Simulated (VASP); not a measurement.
A run of VASP 6.6.1 is set up as follows.

File INCAR:

```
  PREC = Accurate
  ENCUT = 600
  EDIFF = 1E-7
  ISMEAR = 0
  SIGMA = 0.1
  LREAL = False
  LASPH = True
  NELM = 200
  ALGO = Normal
  ISIF = 3
  LWAVE = False
  LCHARG = False
  ISPIN = 2
  MAGMOM = 2.45
  LORBIT = 11
  LMAXMIX = 4
  GGA = PE
  IBRION = 2
  NSW = 100
  EDIFFG = -0.01
  GGA_COMPAT = False
  NELMIN = 4
```

File KPOINTS:

```
regular mesh
0
Gamma
  27 27 24
```

POSCAR

```
Fe
1.0
    2.4590000447      0.0000000000      0.0000000000
   -1.2295000223      2.1295565066      0.0000000000
    0.0000000000      0.0000000000      2.3746887666
Fe
1
Direct
    0.0000000000      0.0000000000      0.0000000000
```

Potentials or basis: VASP PAW PBE potentials, release 64 (Fe).

Launch:

```console
$ cat potpaw_PBE.64/Fe/POTCAR > POTCAR
$ mpirun -np 1 vasp_std > vasp.out
```

What does it give for the space group after relaxing (to 0.1 Å)?

P6/mmm (No. 191).

Predict the net moment.

2.46 μB per cell.

What does it give for the relaxed volume?

12.65 Å³/atom.

Estimate the site moments.

Fe +2.45 μB.

Final structure:
```cif
data_structure
_symmetry_space_group_name_H-M 'P 1'
_symmetry_Int_Tables_number 1
_cell_length_a 2.4788
_cell_length_b 2.4788
_cell_length_c 2.3775
_cell_angle_alpha 90.000
_cell_angle_beta 90.000
_cell_angle_gamma 120.000
_cell_volume 12.65
loop_
_atom_site_label
_atom_site_type_symbol
_atom_site_fract_x
_atom_site_fract_y
_atom_site_fract_z
_atom_site_occupancy
Fe1 Fe 0.00000 0.00000 0.00000 1
```
